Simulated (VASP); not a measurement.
# Sn3PbSe4 (Pm-3m) in VASP: notebook, part 2 of 2

VASP 6.6.1. Earlier steps stand in the parts before.

### Step 3. Single point, PBE (26.72 Å³/atom)

This run uses another cell than the first one, of 26.72 Å³/atom.

The input, INCAR:

```
SYSTEM = Sn3PbSe4
  PREC = Accurate
  ENCUT = 520
  EDIFF = 1E-7
  ISMEAR = 0
  SIGMA = 0.1
  LREAL = .FALSE.
  LASPH = .TRUE.
  NELM = 80
  ALGO = Normal
  ISIF = 2
  LWAVE = .FALSE.
  LCHARG = .FALSE.
  GGA = PE
  NBANDS = 50
```

The input, KPOINTS:

```
Automatic mesh
0
G
  6 6 6
  0 0 0
```

The input, POSCAR:

```
Sn3PbSe4
1.0
    5.9790537923      0.0000000000      0.0000000000
    0.0000000000      5.9790537923      0.0000000000
    0.0000000000      0.0000000000      5.9790537923
Sn Pb Se
3 1 4
Direct
    0.5000000000      0.0000000000      0.0000000000
    0.0000000000      0.0000000000      0.5000000000
    0.0000000000      0.5000000000      0.0000000000
    0.5000000000      0.5000000000      0.5000000000
    0.0000000000      0.5000000000      0.5000000000
    0.5000000000      0.5000000000      0.0000000000
    0.0000000000      0.0000000000      0.0000000000
    0.5000000000      0.0000000000      0.5000000000
```

Potentials or basis: VASP PAW PBE potentials, release 64 (Sn_d, Pb_d, Se).

The run is started by

```
cat potpaw_PBE.64/Sn_d/POTCAR potpaw_PBE.64/Pb_d/POTCAR potpaw_PBE.64/Se/POTCAR > POTCAR
mpirun -np 1 vasp_std > vasp.out
```

OUTCAR:

```text
SYSTEM = Sn3PbSe4
   PREC = Accurate
   ENCUT = 520
   EDIFF = 1E-7
   ISMEAR = 0
   LREAL = .FALSE.
   LASPH = .TRUE.
   NELM = 80
   ISIF = 2
   GGA = PE

 ion  position               nearest neighbor table
   1  0.500  0.000  0.000-   6 2.99   7 2.99   8 2.99   8 2.99   6 2.99   7 2.99
   2  0.000  0.000  0.500-   5 2.99   7 2.99   8 2.99   7 2.99   5 2.99   8 2.99
   3  0.000  0.500  0.000-   5 2.99   6 2.99   7 2.99   5 2.99   7 2.99   6 2.99
   4  0.500  0.500  0.500-   5 2.99   6 2.99   8 2.99   6 2.99   8 2.99   5 2.99
   5  0.000  0.500  0.500-   2 2.99   3 2.99   4 2.99   3 2.99   2 2.99   4 2.99
   6  0.500  0.500  0.000-   1 2.99   3 2.99   4 2.99   4 2.99   1 2.99   3 2.99
   7  0.000  0.000  0.000-   1 2.99   2 2.99   3 2.99   2 2.99   3 2.99   1 2.99
[... 1268 lines left out ...]
  external PRESSURE =      33.7214682 kB  Pullay stress =       0.0000000 kB

 VOLUME and BASIS-vectors are now :
 -----------------------------------------------------------------------------
  energy-cutoff  :      520.00
  volume of cell :      213.75
      direct lattice vectors                 reciprocal lattice vectors
     5.979053792  0.000000000  0.000000000     0.167250544  0.000000000  0.000000000
     0.000000000  5.979053792  0.000000000     0.000000000  0.167250544  0.000000000
     0.000000000  0.000000000  5.979053792     0.000000000  0.000000000  0.167250544

 POSITION                                       TOTAL-FORCE (eV/Angst)
 -----------------------------------------------------------------------------------
      2.98953      0.00000      0.00000         0.000000      0.000000      0.000000
      0.00000      0.00000      2.98953         0.000000      0.000000      0.000000
      0.00000      2.98953      0.00000         0.000000      0.000000      0.000000
      2.98953      2.98953      2.98953         0.000000      0.000000      0.000000
      0.00000      2.98953      2.98953         0.000000      0.000000      0.000000
      2.98953      2.98953      0.00000         0.000000      0.000000      0.000000
      0.00000      0.00000      0.00000         0.000000      0.000000      0.000000
      2.98953      0.00000      2.98953         0.000000      0.000000      0.000000
 -----------------------------------------------------------------------------------
    total drift:                                0.000000      0.000000      0.000000

  FREE ENERGIE OF THE ION-ELECTRON SYSTEM (eV)
  ---------------------------------------------------
  free  energy   TOTEN  =       -32.6717241977 eV

  energy  without entropy=      -32.6703406663  energy(sigma->0) =      -32.67103243
```

OSZICAR:

```text
N       E                     dE             d eps       ncg     rms          rms(c)
DAV:   1     0.887274038032E+03    0.88727E+03   -0.36397E+04  2074   0.200E+03
DAV:   2     0.121781807532E+03   -0.76549E+03   -0.74086E+03  2000   0.563E+02
DAV:   3    -0.223698896298E+02   -0.14415E+03   -0.13684E+03  2404   0.213E+02
DAV:   4    -0.329934223144E+02   -0.10624E+02   -0.10272E+02  2404   0.567E+01
DAV:   5    -0.334176046341E+02   -0.42418E+00   -0.42083E+00  2578   0.120E+01    0.624E+00
DAV:   6    -0.326635402677E+02    0.75406E+00   -0.14777E+00  2704   0.607E+00    0.378E+00
DAV:   7    -0.326662579163E+02   -0.27176E-02   -0.54130E-01  2888   0.243E+00    0.167E+00
DAV:   8    -0.326727470336E+02   -0.64891E-02   -0.59507E-02  2670   0.161E+00    0.265E-01
DAV:   9    -0.326713606019E+02    0.13864E-02   -0.94075E-03  2692   0.650E-01    0.943E-02
DAV:  10    -0.326716643752E+02   -0.30377E-03   -0.12449E-03  2572   0.140E-01    0.444E-02
DAV:  11    -0.326717230284E+02   -0.58653E-04   -0.16833E-04  2738   0.760E-02    0.853E-03
DAV:  12    -0.326717241025E+02   -0.10741E-05   -0.14755E-05  2686   0.252E-02    0.495E-03
DAV:  13    -0.326717241977E+02   -0.95206E-07   -0.75215E-07  2166   0.456E-03
   1 F= -.32671724E+02 E0= -.32671032E+02  d E =-.138353E-02
```

stdout:

```text
POSCAR found type information on POSCAR SnPbSe
 POSCAR found :  3 types and       8 ions
 scaLAPACK will be used
 LDA part: xc-table for (Slater+PW92), standard interpolation
 POSCAR, INCAR and KPOINTS ok, starting setup
 FFT: planning ... GRIDC
 FFT: planning ... GRID_SOFT
 FFT: planning ... GRID
 WAVECAR not read
 entering main loop
```

Wall time 2.2 min (1 thread of Intel Xeon Platinum 8488C (Sapphire Rapids), shared host); peak memory 0.44 GiB.

What came out:

```
Free energy            : -32.6717 eV
Pressure               : 3.4 GPa
Band gap on the k mesh : zero (filled and empty bands touch)
```

Caveat: the cell stands under pressure; semilocal functionals underestimate gaps, so a narrow gap can read as zero; spin-orbit coupling is left out, which moves the levels of the heavy elements.

### Step 4. Single point, PBE (27.57 Å³/atom)

This run uses another cell than the first one, of 27.57 Å³/atom.

The input, INCAR:

```
  PREC = Accurate
  ENCUT = 520
  EDIFF = 1E-6
  ISMEAR = 0
  SIGMA = 0.1
  LREAL = False
  LASPH = True
  NELM = 80
  ALGO = Normal
  ISIF = 2
  LWAVE = False
  LCHARG = False
  GGA = PE
  NBANDS = 50
```

The input, KPOINTS:

```
Automatic mesh
0
Gamma
  6 6 6
```

POSCAR: that of step 3 with these lines changed.

```diff
@@ -2,5 +2,5 @@
 1.0
-    5.9790537923      0.0000000000      0.0000000000
-    0.0000000000      5.9790537923      0.0000000000
-    0.0000000000      0.0000000000      5.9790537923
+    6.0419958261      0.0000000000      0.0000000000
+    0.0000000000      6.0419958261      0.0000000000
+    0.0000000000      0.0000000000      6.0419958261
 Sn Pb Se
```

The run is started by

```
cat potpaw_PBE.64/Sn_d/POTCAR potpaw_PBE.64/Pb_d/POTCAR potpaw_PBE.64/Se/POTCAR > POTCAR
mpirun -np 1 vasp_std > vasp.out
```

Wall time 2.3 min (1 thread of Intel Xeon Platinum 8488C (Sapphire Rapids), shared host); peak memory 0.44 GiB.

Results (log left out):

* Free energy: -32.7774 eV
* Pressure: 1.5 GPa
* Band gap on the k mesh: zero (filled and empty bands touch)

Levels at points of the mesh, in eV from the Fermi level:
| k point | band 37 | band 38 | band 39 | band 40 | band 41 | band 42 | band 43 | band 44 |
| --- | --- | --- | --- | --- | --- | --- | --- | --- |
| (0.00, 0.00, 0.00) | -3.67 | -2.25 | -2.25 | -2.25 | 3.05 | 3.05 | 3.05 | 4.26 |
| (0.50, 0.00, 0.00) | -1.88 | -1.75 | -0.97 | -0.90 | 1.38 | 1.51 | 2.00 | 2.15 |
| (0.50, 0.50, 0.00) | -1.07 | -0.68 | -0.68 | -0.68 | 1.02 | 1.09 | 1.14 | 1.14 |
| (0.50, 0.50, 0.50) | -0.22 | -0.10 | -0.06 | -0.06 | -0.06 | 0.47 | 0.47 | 0.47 |

Caveat: semilocal functionals underestimate gaps, so a narrow gap can read as zero; spin-orbit coupling is left out, which moves the levels of the heavy elements.

### Step 5. Single point, PBE

This run uses another cell than the first one, of 28.42 Å³/atom.

The input, INCAR:

```
PREC = Accurate
ENCUT = 520
EDIFF = 1E-6
ISMEAR = 0
SIGMA = 0.1
LREAL = False
LASPH = True
NELM = 100
ALGO = Normal
ISIF = 2
LWAVE = False
LCHARG = False
GGA = PE
NBANDS = 50
```

The input, KPOINTS:

```
regular mesh
0
Gamma
  6 6 6
```

POSCAR: that of step 4 with these lines changed.

```diff
@@ -2,5 +2,5 @@
 1.0
-    6.0419958261      0.0000000000      0.0000000000
-    0.0000000000      6.0419958261      0.0000000000
-    0.0000000000      0.0000000000      6.0419958261
+    6.1036531032      0.0000000000      0.0000000000
+    0.0000000000      6.1036531032      0.0000000000
+    0.0000000000      0.0000000000      6.1036531032
 Sn Pb Se
```

The run is started by

```
cat potpaw_PBE.64/Sn_d/POTCAR potpaw_PBE.64/Pb_d/POTCAR potpaw_PBE.64/Se/POTCAR > POTCAR
mpirun -np 1 vasp_std > vasp.out
```

Wall time 2.2 min (1 thread of Intel Xeon Platinum 8488C (Sapphire Rapids), shared host); peak memory 0.44 GiB.

It converged, with:

- Free energy: -32.8110 eV
- Pressure: 0.0 GPa
- Band gap on the k mesh: zero (filled and empty bands touch)

Levels at points of the mesh, in eV from the Fermi level:
```tsv
k point	band 37	band 38	band 39	band 40	band 41	band 42	band 43	band 44
(0.00, 0.00, 0.00)	-3.53	-2.17	-2.17	-2.17	3.15	3.15	3.15	4.15
(0.50, 0.00, 0.00)	-1.84	-1.72	-0.98	-0.91	1.35	1.48	1.93	2.08
(0.50, 0.50, 0.00)	-1.07	-0.70	-0.70	-0.69	0.98	1.04	1.09	1.09
(0.50, 0.50, 0.50)	-0.30	-0.08	-0.04	-0.04	-0.04	0.36	0.36	0.36
```

Caveat: semilocal functionals underestimate gaps, so a narrow gap can read as zero; spin-orbit coupling is left out, which moves the levels of the heavy elements.

### Step 6. Single point, PBE

This run uses another cell than the first one, of 28.42 Å³/atom.

The input, INCAR:

```
SYSTEM = Sn3PbSe4
PREC = Accurate ; ENCUT = 520
EDIFF = 1E-7 ; ISMEAR = 0
SIGMA = 0.1 ; LREAL = .FALSE.
LASPH = .TRUE. ; NELM = 60
ALGO = Normal ; ISIF = 2
LWAVE = .FALSE. ; LCHARG = .FALSE.
GGA = PE ; NBANDS = 50
```

The input, KPOINTS:

```
regular mesh
0
G
  6 6 6
  0 0 0
```

POSCAR is that of step 5.

Potentials or basis: VASP PAW PBE potentials, release 64 (Sn_d, Pb_d, Se).

The run is started by

```
cat potpaw_PBE.64/Sn_d/POTCAR potpaw_PBE.64/Pb_d/POTCAR potpaw_PBE.64/Se/POTCAR > POTCAR
mpirun -np 1 vasp_std > vasp.out
```

It took 2.7 min on 1 thread of Intel Xeon Platinum 8488C (Sapphire Rapids), shared host; peak memory 0.44 GiB.

Results (log left out):

```yaml
Free_energy: -32.8110 eV
Pressure: 0.0 GPa
Band_gap_on_the_k_mesh: zero (filled and empty bands touch)
```

Levels at points of the mesh, in eV from the Fermi level:
```tsv
k point	band 37	band 38	band 39	band 40	band 41	band 42	band 43	band 44
(0.00, 0.00, 0.00)	-3.53	-2.17	-2.17	-2.17	3.15	3.15	3.15	4.15
(0.50, 0.00, 0.00)	-1.84	-1.72	-0.98	-0.91	1.35	1.48	1.93	2.08
(0.50, 0.50, 0.00)	-1.07	-0.70	-0.70	-0.69	0.98	1.04	1.09	1.09
(0.50, 0.50, 0.50)	-0.30	-0.08	-0.04	-0.04	-0.04	0.36	0.36	0.36
```

Caveat: semilocal functionals underestimate gaps, so a narrow gap can read as zero; spin-orbit coupling is left out, which moves the levels of the heavy elements.

### Step 7. Single point, PBE (29.28 Å³/atom)

This run uses another cell than the first one, of 29.28 Å³/atom.

The input, INCAR:

```
SYSTEM = Sn3PbSe4
  PREC = Accurate
  ENCUT = 520
  EDIFF = 1E-6
  ISMEAR = 0
  SIGMA = 0.1
  LREAL = .False.
  LASPH = .True.
  NELM = 80
  ALGO = Normal
  ISIF = 2
  LWAVE = .False.
  LCHARG = .False.
  GGA = PE
  NBANDS = 50
```

The input, KPOINTS:

```
Automatic mesh
0
Gamma
  6 6 6
  0 0 0
```

POSCAR: that of step 6 with these lines changed.

```diff
@@ -2,5 +2,5 @@
 1.0
-    6.1036531032      0.0000000000      0.0000000000
-    0.0000000000      6.1036531032      0.0000000000
-    0.0000000000      0.0000000000      6.1036531032
+    6.1640892426      0.0000000000      0.0000000000
+    0.0000000000      6.1640892426      0.0000000000
+    0.0000000000      0.0000000000      6.1640892426
 Sn Pb Se
```

The run is started by

```
cat potpaw_PBE.64/Sn_d/POTCAR potpaw_PBE.64/Pb_d/POTCAR potpaw_PBE.64/Se/POTCAR > POTCAR
mpirun -np 1 vasp_std > vasp.out
```

Wall time 2.4 min (1 thread of Intel Xeon Platinum 8488C (Sapphire Rapids), shared host); peak memory 0.46 GiB.

Results (log left out):

| Quantity | Value |
| --- | --- |
| Free energy | -32.7829 eV |
| Pressure | -1.4 GPa |
| Band gap on the k mesh | zero (filled and empty bands touch) |

Levels at points of the mesh, in eV from the Fermi level:
```
           k point  band 36  band 37  band 38  band 39  band 40  band 41  band 42  band 43  band 44  band 45
(0.00, 0.00, 0.00)    -3.42    -3.42    -2.10    -2.10    -2.10     3.22     3.22     3.22     4.02     4.02
(0.50, 0.00, 0.00)    -2.82    -1.82    -1.70    -0.99    -0.93     1.31     1.43     1.85     2.00     4.00
(0.50, 0.50, 0.00)    -1.85    -1.10    -0.73    -0.73    -0.73     0.93     0.98     1.04     1.04     1.59
(0.50, 0.50, 0.50)    -1.72    -0.39    -0.08    -0.04    -0.04    -0.04     0.24     0.24     0.24     1.16
```

Caveat: semilocal functionals underestimate gaps, so a narrow gap can read as zero; spin-orbit coupling is left out, which moves the levels of the heavy elements.

### Step 8. Overview

| cell | k mesh | gap on the mesh (eV) | pressure (GPa) |
| --- | --- | --- | --- |
| a = 6.111 Å, 8 atoms | 4 × 4 × 4 | none | -0.3 |
| a = 5.979 Å, 8 atoms | 6 × 6 × 6 | none | 3.4 |
| a = 6.042 Å, 8 atoms | 6 × 6 × 6 | none | 1.5 |
| a = 6.104 Å, 8 atoms | 6 × 6 × 6 | none | 0.0 |
| a = 6.164 Å, 8 atoms | 6 × 6 × 6 | none | -1.4 |

Alike in all rows: task single point; level PBE; potentials or basis VASP PAW PBE potentials, release 64 (Sn_d, Pb_d, Se); no spin polarisation; cutoff (eV) 520; smearing gaussian 0.1 eV.

Caveats: semilocal functionals underestimate gaps, so a narrow gap can read as zero; spin-orbit coupling is left out, which moves the levels of the heavy elements; the cell stands under pressure (at least some runs).

Total energies depend on the potentials used, so only differences within one code and one set of settings carry meaning.
